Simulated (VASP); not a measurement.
# TlPtN (P4/mmm) in VASP: single point with PBE

Aim: the single point of TlPtN with PBE.

Program: VASP 6.6.1. These are calculated values, not measurements. Logs are shortened: lines on timing, memory, paths and dates and some standing lists are left out, and cuts for length are marked.

### Step 1. The cell of the first run

It takes space group P4/mmm (No. 123, tetragonal). The conventional cell has a = 4.155 Å, b = 4.155 Å, c = 7.721 Å, α = 90.00°, β = 90.00°, γ = 90.00°. Within 3.9 Å of Tl (site symmetry 4mm) lie 4 Pt at 2.95 Å and 1 Tl at 3.15 Å and 4 N at 3.40 Å. Within 2.7 Å of Pt (site symmetry 4mm) lie 1 N at 2.00 Å and 1 Pt at 2.58 Å. Within 1.5 Å of N (site symmetry 4mm) lie 1 N at 1.14 Å.

### Step 2. Single point, PBE

Input file POSCAR:

```
TlPtN
1.0
    4.1550427445      0.0000000000      0.0000000000
    0.0000000000      4.1550427445      0.0000000000
    0.0000000000      0.0000000000      7.7208488027
Tl Pt N
2 2 2
Direct
    0.0000000000      0.0000000000      0.7961542110
    0.0000000000      0.0000000000      0.2038457890
    0.5000000000      0.5000000000      0.1670136547
    0.5000000000      0.5000000000      0.8329863453
    0.5000000000      0.5000000000      0.4262027475
    0.5000000000      0.5000000000      0.5737972525
```

Input file INCAR.step1:

```
PREC = Accurate ; ENCUT = 520
EDIFF = 1E-6 ; ISMEAR = 0
SIGMA = 0.1 ; LREAL = F
LASPH = T ; NELM = 100
ALGO = Normal ; ISIF = 2
LWAVE = F ; LCHARG = T
LMAXMIX = 4 ; GGA = PE
NBANDS = 37
```

Input file KPOINTS.step1:

```
Automatic mesh
0
Gamma
  8 8 4
```

Input file INCAR.step2:

```
PREC = Accurate ; ENCUT = 520
EDIFF = 1E-6 ; ISMEAR = -5
SIGMA = 0.1 ; LREAL = F
LASPH = T ; NELM = 100
ALGO = Normal ; ISIF = 2
LWAVE = F ; LCHARG = F
LMAXMIX = 4 ; GGA = PE
LORBIT = 10 ; NEDOS = 1001
ICHARG = 11
```

Input file KPOINTS.step2:

```
Automatic mesh
0
Gamma
  12 12 6
```

Potentials or basis: VASP PAW PBE potentials, release 64 (Tl_d, Pt, N).

Run with:

```bash
$ cat potpaw_PBE.64/Tl_d/POTCAR potpaw_PBE.64/Pt/POTCAR potpaw_PBE.64/N/POTCAR > POTCAR
$ cp INCAR.step1 INCAR
$ cp KPOINTS.step1 KPOINTS
$ mpirun -np 1 vasp_std > vasp.out
$ cp INCAR.step2 INCAR
$ cp KPOINTS.step2 KPOINTS
$ mpirun -np 1 vasp_std > vasp.out
```

OUTCAR:

```text
PREC = Accurate
   ENCUT = 520
   EDIFF = 1E-6
   ISMEAR = -5
   LREAL = F
   LASPH = T
   NELM = 100
   ISIF = 2
   GGA = PE
   LORBIT = 10
   ICHARG = 11

 ion  position               nearest neighbor table
   1  0.000  0.000  0.796-   4 2.95   4 2.95   4 2.95   4 2.95   2 3.15
   2  0.000  0.000  0.204-   3 2.95   3 2.95   3 2.95   3 2.95   1 3.15
   3  0.500  0.500  0.167-   5 2.00   4 2.58   2 2.95   2 2.95   2 2.95   2 2.95
   4  0.500  0.500  0.833-   6 2.00   3 2.58   1 2.95   1 2.95   1 2.95   1 2.95
   5  0.500  0.500  0.426-   6 1.14   3 2.00
   6  0.500  0.500  0.574-   5 1.14   4 2.00

  LATTYP: Found a simple tetragonal cell.
 ALAT       =     4.1550427445
 C/A-ratio  =     1.8581875753

  Lattice vectors:

 A1 = (   4.1550427445,   0.0000000000,   0.0000000000)
 A2 = (   0.0000000000,   4.1550427445,   0.0000000000)
 A3 = (   0.0000000000,   0.0000000000,   7.7208488027)

Analysis of symmetry for initial positions (statically):
=====================================================================
 Subroutine PRICEL returns:
 Original cell was already a primitive cell.

 Routine SETGRP: Setting up the symmetry group for a
 simple tetragonal supercell.

 Subroutine GETGRP returns: Found 16 space group operations
 (whereof 16 operations were pure point group operations)
 out of a pool of 16 trial point group operations.

The static configuration has the point symmetry D_4h.

Analysis of symmetry for dynamics (positions and initial velocities):
=====================================================================
 Subroutine PRICEL returns:
 Original cell was already a primitive cell.

 Routine SETGRP: Setting up the symmetry group for a
 simple tetragonal supercell.

 Subroutine GETGRP returns: Found 16 space group operations
 (whereof 16 operations were pure point group operations)
 out of a pool of 16 trial point group operations.

The dynamic configuration has the point symmetry D_4h.

 Subroutine INISYM returns: Found 16 space group operations
 (whereof 16 operations are pure point group operations),
 and found     1 'primitive' translations

----------------------------------------------------------------------------------------

                                     Primitive cell

  volume of cell :     133.2957

  direct lattice vectors                    reciprocal lattice vectors
     4.155042745  0.000000000  0.000000000     0.240671411  0.000000000  0.000000000
     0.000000000  4.155042745  0.000000000     0.000000000  0.240671411  0.000000000
     0.000000000  0.000000000  7.720848803     0.000000000  0.000000000  0.129519438

  length of vectors
     4.155042745  4.155042745  7.720848803     0.240671411  0.240671411  0.129519438

  position of ions in fractional coordinates (direct lattice)
     0.000000000  0.000000000  0.796154211
     0.000000000  0.000000000  0.203845789
     0.500000000  0.500000000  0.167013655
     0.500000000  0.500000000  0.832986345
     0.500000000  0.500000000  0.426202747
     0.500000000  0.500000000  0.573797253

  ion indices of the primitive-cell ions
   primitive index   ion index
                 1           1
                 2           2
                 3           3
                 4           4
                 5           5
                 6           6

----------------------------------------------------------------------------------------

 KPOINTS: Automatic mesh

Automatic generation of k-mesh.
 Grid dimensions read from file:
 generate k-points for:   12   12    6

 Generating k-lattice:

  Cartesian coordinates                     Fractional coordinates (reciprocal lattice)
     0.020055951  0.000000000  0.000000000     0.083333333  0.000000000  0.000000000
     0.000000000  0.020055951  0.000000000     0.000000000  0.083333333  0.000000000
     0.000000000  0.000000000  0.021586573     0.000000000  0.000000000  0.166666667

  Length of vectors
     0.020055951  0.020055951  0.021586573

  Shift w.r.t. Gamma in fractional coordinates (k-lattice)
     0.000000000  0.000000000  0.000000000

 TETIRR: Found   1296 inequivalent tetrahedra from     5184

 Subroutine IBZKPT returns following result:
 ===========================================

 Found    112 irreducible k-points:

 Following reciprocal coordinates:
            Coordinates               Weight
  0.000000  0.000000  0.000000      1.000000
  0.083333  0.000000  0.000000      4.000000
  0.166667  0.000000  0.000000      4.000000
  0.250000  0.000000  0.000000      4.000000
  0.333333  0.000000  0.000000      4.000000
  0.416667  0.000000  0.000000      4.000000
[... 16 lines left out ...]
  0.333333  0.333333  0.000000      4.000000
  0.416667  0.333333  0.000000      8.000000
 [... further k-points ...]
   k-points           NKPTS =    112   k-points in BZ     NKDIM =    112   number of bands    NBANDS=     33
   number of dos      NEDOS =   1001   number of ions     NIONS =      6
   total plane-waves  NPLWV =  61440
   dimension x,y,z NGX =    32 NGY =   32 NGZ =   60
   dimension x,y,z NGXF=    64 NGYF=   64 NGZF=  120
   ions per type =               2   2   2
   NGX,Y,Z   is equivalent  to a cutoff of  12.80, 12.80, 12.92 a.u.
   NGXF,Y,Z  is equivalent  to a cutoff of  25.61, 25.61, 25.84 a.u.
 SYSTEM =  unknown system
   PREC   = accura    normal or accurate (medium, high low for compatibility)
   ISTART =      0    job   : 0-new  1-cont  2-samecut
   ICHARG =     11    charge: 1-file 2-atom 10-const
   ISPIN  =      1    spin polarized calculation?
   LNONCOLLINEAR =      F non collinear calculations
   LSORBIT =      F    spin-orbit coupling
   LASPH  =      T    aspherical Exc in radial PAW
   ENCUT  =  520.0 eV  38.22 Ry    6.18 a.u.   7.73  7.73 14.36*2*pi/ulx,y,z
   NELM   =    100;   NELMIN=  2; NELMDL=  0     # of ELM steps
   EDIFF  = 0.1E-05   stopping-criterion for ELM
   LREAL  =      F    real-space projection
   EDIFFG = 0.1E-04   stopping-criterion for IOM
   NSW    =      0    number of steps for IOM
   IBRION =     -1    ionic relax: 0-MD 1-quasi-New 2-CG
   NFREE  =      0    steps in history (QN), initial steepest desc. (CG)
   ISIF   =      2    stress and relaxation
   ISYM   =      2    0-nonsym 1-usesym 2-fastsym
   POTIM  = 0.5000    time-step for ionic-motion
   TEBEG  =    0.0;   TEEND  =   0.0 temperature during run
   PSTRESS=    0.0 pullay stress
   NELECT =      56.0000    total number of electrons
   NUPDOWN=      -1.0000    fix difference up-down
   EMIN   =  10.00;   EMAX   =-10.00  energy-range for DOS
   EFERMI =   0.00;   METHOD = LEGACY
   ISMEAR =    -5;   SIGMA  =   0.10  broadening in eV -4-tet -1-fermi 0-gaus
   EFERMI_NEDOS =   21; number of points for ismear=-14 and -15
   IALGO  =     38    algorithm
   IMIX   =      4    mixing-type and parameters
     AMIX     =   0.40;   BMIX     =  1.00
     AMIX_MAG =   1.60;   BMIX_MAG =  1.00
  volume/ion in A,a.u.               =      22.22       149.92
  Fermi-wavevector in a.u.,A,eV,Ry     =   1.226118  2.317026 20.454517  1.503365
  Thomas-Fermi vector in A             =   2.361130
   LORBIT       =     10    0 simple, 1 ext, 2 COOP (PROOUT), +10 PAW based schemes
   GGA     = PE    functional components
   LHFCALC =     F    Hartree Fock is set to
   AEXX    =    0.0000 exact exchange contribution
   IVDW    =     0    specifies the selected vdW correction
   LEPSILON=     F    determine dielectric tensor
   LRPA    =     F    only Hartree local field effects (RPA)
 non-spin polarized calculation
 Fermi weights with tetrahedron method with Bloechl corrections
  energy-cutoff  :      520.00
  volume of cell :      133.30
 maximum number of plane-waves:      3610
 NGX is ok and might be reduce to    32

 number of electron      55.9999991 magnetization

 Free energy of the ion-electron system (eV)
  ---------------------------------------------------
  ext. energy  EPLUGINS =         0.00000000
  ---------------------------------------------------
  free energy    TOTEN  =       -32.31337982 eV

  energy without entropy =      -32.31337982  energy(sigma->0) =      -32.31337982

 E-fermi :   5.1337     XC(G=0):  -9.7385

 val. band max:        5.1659113433   @ k =   0.0833   0.0000   0.5000
 cond. band min:       4.9626725087   @ k =   0.2500   0.2500   0.5000
 fundamental gap:     -0.2032388346
 Fermi energy:         5.1336696515

 k-point     1 :       0.0000    0.0000    0.0000
  band No.  band energies     occupation
      1     -18.8215      2.00000
      2      -7.0718      2.00000
      3      -6.6000      2.00000
      4      -6.2761      2.00000
      5      -6.2761      2.00000
      6      -6.2007      2.00000
[... 25 lines left out ...]
     32       7.3659      0.00000
     33       7.5954      0.00000

 k-point     2 :       0.0833    0.0000    0.0000
  band No.  band energies     occupation
      1     -18.8208      2.00000
      2      -7.0679      2.00000
      3      -6.5968      2.00000
      4      -6.2799      2.00000
      5      -6.2759      2.00000
      6      -6.1959      2.00000
[... 25 lines left out ...]
     32       7.5440      0.00000
     33       8.5986      0.00000
[... 754 lines left out ...]
     32       7.0557      0.00000
     33       8.1843      0.00000

 k-point    24 :       0.4167    0.3333    0.0000
  band No.  band energies     occupation
      1     -18.8051      2.00000
      2      -7.0181      2.00000
      3      -6.5520      2.00000
      4      -6.3325      2.00000
      5      -6.3183      2.00000
      6      -6.2678      2.00000
[... 25 lines left out ...]
     32       6.8944      0.00000
     33       7.1806      0.00000

 [... further k-points ...]

------------------------ aborting loop because EDIFF is reached ----------------------------------------

  FORCE on cell =-STRESS in cart. coord.  units (eV):
  Direction    XX          YY          ZZ          XY          YZ          ZX
  --------------------------------------------------------------------------------------
  -------------------------------------------------------------------------------------
  Total        0.4481881      0.4481881      1.4023175      0.0000000      0.0000000      0.0000000
  in kB        5.3870978      5.3870978     16.8554710      0.0000000      0.0000000      0.0000000
  external PRESSURE =       9.2098889 kB  Pullay stress =       0.0000000 kB

 VOLUME and BASIS-vectors are now :
 -----------------------------------------------------------------------------
  energy-cutoff  :      520.00
  volume of cell :      133.30
      direct lattice vectors                 reciprocal lattice vectors
     4.155042745  0.000000000  0.000000000     0.240671411  0.000000000  0.000000000
     0.000000000  4.155042745  0.000000000     0.000000000  0.240671411  0.000000000
     0.000000000  0.000000000  7.720848803     0.000000000  0.000000000  0.129519438

 POSITION                                       TOTAL-FORCE (eV/Angst)
 -----------------------------------------------------------------------------------
      0.00000      0.00000      6.14699         0.000000      0.000000     -0.021157
      0.00000      0.00000      1.57386         0.000000      0.000000      0.021157
      2.07752      2.07752      1.28949         0.000000      0.000000      0.018982
      2.07752      2.07752      6.43136        -0.000000     -0.000000     -0.018982
      2.07752      2.07752      3.29065        -0.000000     -0.000000     -0.901115
      2.07752      2.07752      4.43020         0.000000      0.000000      0.901115
 -----------------------------------------------------------------------------------
    total drift:                                0.000000     -0.000000      0.000000

  FREE ENERGIE OF THE ION-ELECTRON SYSTEM (eV)
  ---------------------------------------------------
  free  energy   TOTEN  =       -32.3133798174 eV

  energy  without entropy=      -32.3133798174  energy(sigma->0) =      -32.31337982

 total charge

# of ion       s       p       d       tot
------------------------------------------
    1        1.173   0.356   9.664  11.193
    2        1.173   0.356   9.664  11.193
    3        0.704   0.432   8.112   9.248
    4        0.704   0.432   8.112   9.248
    5        1.311   2.550   0.000   3.861
    6        1.311   2.550   0.000   3.861
--------------------------------------------------
tot          6.374   6.678  35.552  48.604
```

It took 3.2 min on 1 thread of Intel Xeon 6975P-C (Granite Rapids), shared host; peak memory 0.55 GiB.

What came out:

* Valence electrons inside the program's atomic spheres: Tl 11.19; Pt 9.25; N 3.86

Levels at points of the mesh, in eV from the Fermi level:
| k point | band 25 | band 26 | band 27 | band 28 | band 29 | band 30 | band 31 | band 32 |
| --- | --- | --- | --- | --- | --- | --- | --- | --- |
| (0.00, 0.00, 0.00) | -2.04 | -1.75 | -0.19 | 0.52 | 1.88 | 1.88 | 2.23 | 2.23 |
| (0.50, 0.00, 0.00) | -2.31 | -2.17 | -1.85 | -1.73 | 1.02 | 2.02 | 2.05 | 2.77 |
| (0.50, 0.50, 0.00) | -1.03 | -0.92 | -0.92 | -0.74 | -0.56 | -0.08 | 0.77 | 0.77 |
| (0.00, 0.00, 0.50) | -1.42 | -1.42 | 0.50 | 0.62 | 0.63 | 0.63 | 2.49 | 2.55 |
| (0.50, 0.00, 0.50) | -1.96 | -1.72 | -1.38 | -1.37 | 1.27 | 1.33 | 2.61 | 3.65 |
| (0.50, 0.50, 0.50) | -1.64 | -1.64 | -0.89 | -0.81 | -0.42 | -0.37 | 0.94 | 0.94 |

Caveat: the standard files for N, O and F lose accuracy on very short bonds; spin-orbit coupling is left out, which moves the levels of the heavy elements.
